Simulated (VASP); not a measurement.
Runs of VASP 6.6.1 on NaH. Symmetry: Fm-3m, No. 225, cubic system. The conventional cell has a = 4.795 Å, b = 4.795 Å, c = 4.795 Å, α = 90.00°, β = 90.00°, γ = 90.00°. Within 3.2 Å of Na (site symmetry m-3m) lie 6 H at 2.40 Å. H (site symmetry m-3m) has 6 Na at 2.40 Å within 3.2 Å. 

```tsv
level	k mesh	grid for exact exchange (PRECFOCK)	share of exact exchange	screening parameter	gap on the mesh (eV)	pressure (GPa)
PBE-based screened hybrid with 30 % exact exchange	4 × 4 × 4	Normal	0.3	0.5 1/Å	(b)	0.2
HF	4 × 4 × 4	Normal	1	-	11.78	1.8
HSE06	4 × 4 × 4	Normal	0.25	0.2079 1/Å	4.85	0.2
PBE	6 × 6 × 6	-	-	-	3.85	0.5
PBE-based screened hybrid with 35 % exact exchange	4 × 4 × 4	Normal	0.35	0.1 1/Å	5.78	-0.1
PBE-based screened hybrid with 50 % exact exchange	4 × 4 × 4	Normal	0.5	0.1 1/Å	(c)	(a)
```

Alike in all rows: task single point; potentials or basis VASP PAW PBE potentials, release 64 (Na_pv, H); no spin polarisation; cell as given; cutoff (eV) 520; smearing gaussian 0.01 eV.

Problem. Fill in the values left out.

Solution. (a) -0.3; (b) 4.40; (c) 6.66.

Caveats: some runs use coarse meshes; the PAW data sets were made with another functional, which shifts forces and pressure a little (at least some runs).

A k mesh can miss the band edges.
